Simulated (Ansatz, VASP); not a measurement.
Si in VASP and in Ansatz

The input INCAR:

```
PREC = Accurate
ENCUT = 520
EDIFF = 1E-6
ISMEAR = 0
SIGMA = 0.15
LREAL = F
LASPH = T
NELM = 80
ALGO = Fast
ISIF = 2
LWAVE = F
LCHARG = F
GGA = PE
NBANDS = 26
```

The input KPOINTS:

```
regular mesh
0
Gamma
  10 10 10
```

File POSCAR:

```
Si
1.0
   -3.4661007407      3.4661007407      3.0723516966
    3.4661007407     -3.4661007407      3.0723516966
    3.4661007407      3.4661007407     -3.0723516966
Si
8
Direct
    0.2028545115      0.2028545115      0.2028545115
    0.5000000000      0.0000000000      0.2971454885
    0.2971454885      0.5000000000      0.0000000000
    0.0000000000      0.2971454885      0.5000000000
    0.7971454885      0.7971454885      0.7971454885
    0.5000000000      0.0000000000      0.7028545115
    0.7028545115      0.5000000000      0.0000000000
    0.0000000000      0.7028545115      0.5000000000
```

Input for Ansatz:

```yaml
crystal:
  lattice:
    - [-3.4661007407, 3.4661007407, 3.0723516966]
    - [3.4661007407, -3.4661007407, 3.0723516966]
    - [3.4661007407, 3.4661007407, -3.0723516966]
  atoms:
    - { symbol: Si, position: [0.2028545115, 0.2028545115, 0.2028545115] }
    - { symbol: Si, position: [0.5, 0.0, 0.2971454885] }
    - { symbol: Si, position: [0.2971454885, 0.5, 0.0] }
    - { symbol: Si, position: [0.0, 0.2971454885, 0.5] }
    - { symbol: Si, position: [0.7971454885, 0.7971454885, 0.7971454885] }
    - { symbol: Si, position: [0.5, 0.0, 0.7028545115] }
    - { symbol: Si, position: [0.7028545115, 0.5, 0.0] }
    - { symbol: Si, position: [0.0, 0.7028545115, 0.5] }
basis:
  ecutwfc: 420
kpoints:
  mp_grid: { grid: [10, 10, 10] }
hamiltonian:
  xc: pbe
  pseudopotentials: { kind: paw, azcp: { folder: soft_1 } }
scf:
  occupations: { method: gaussian, width: 0.15 }
output:
  forces: true
  stress: true
  eigenvalues: true
  write_density: true
  write_potential: true
  elf: true
  volumetric_format: npy
```

Alike in both runs: task single point; functional PBE; k mesh 10 × 10 × 10; occupations gaussian, width 0.15 eV; no spin polarisation.

```csv
,VASP,Ansatz
version,VASP 6.6.1,Ansatz 0.2.0
potentials or method,"VASP PAW PBE potentials, release 64 (Si), cutoff 520 eV","scalar-relativistic, plane waves, PAW"
valence electrons in the cell,32,32
```

|  | VASP | Ansatz | Ansatz less VASP |
| --- | --- | --- | --- |
| gap on the k mesh at the Fermi level (eV) | none | none | - |
| pressure (GPa) | 0.3 | 0.4 | +0.07 |
| traceless stress, the component that is largest in VASP (GPa) | 9.92 | 9.91 | -0.006 |
| rms of the force components (eV/Å) | 0.427 | 0.428 | +0.0010 |

Atom by atom the forces differ by 0.001 eV/Å (rms over components). A gap of «none» marks a metal or a gap that the smearing closes.
